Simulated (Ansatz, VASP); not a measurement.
**One calculation of FeS2, two programs**

```xyz
6
Lattice="4.3674 0.0000 0.0000 0.0000 5.3331 0.0000 0.0000 0.0000 3.2775" Properties=species:S:1:pos:R:3 pbc="T T T"
Fe    2.1837    2.6666    1.6388
Fe    0.0000    0.0000    0.0000
S     1.2885    4.6623    1.6388
S     3.0789    0.6709    1.6388
S     0.8952    1.9957    0.0000
S     3.4722    3.3374    0.0000
```

Change from the starting cell: strain along c alone, the other axes held, atoms relaxed: -2.0 %.

Alike in both runs: functional PBEsol; k mesh 6 × 6 × 8; occupations gaussian, width 0.02 eV; no spin polarisation.

Ansatz relaxed the structure, and its values are those at the end. VASP's run is a single point on that final structure, the one shown.

|  | VASP | Ansatz |
| --- | --- | --- |
| version | VASP 6.6.1 | Ansatz 0.2.0 |
| potentials or method | VASP PAW PBE potentials, release 64 (Fe, S), cutoff 600 eV | scalar-relativistic, plane waves, PAW |
| valence electrons in the cell | 40 | 56 |

|  | VASP | Ansatz | Ansatz less VASP |
| --- | --- | --- | --- |
| gap on the k mesh at the Fermi level (eV) | 0.92 | 0.95 | +0.027 |
| least direct gap on the mesh (eV) | 1.26 | 1.27 | +0.013 |
| pressure (GPa) | 4.3 | 3.7 | -0.59 |
| rms of the force components (eV/Å) | 0.027 | 0.001 | -0.0262 |

VASP's potentials were made for PBE, not for PBEsol. VASP's potentials hold 40 valence electrons a cell and Ansatz's 56, so a difference there can come from the potentials and not from the codes. Ansatz's warnings: stress scf threshold loose.
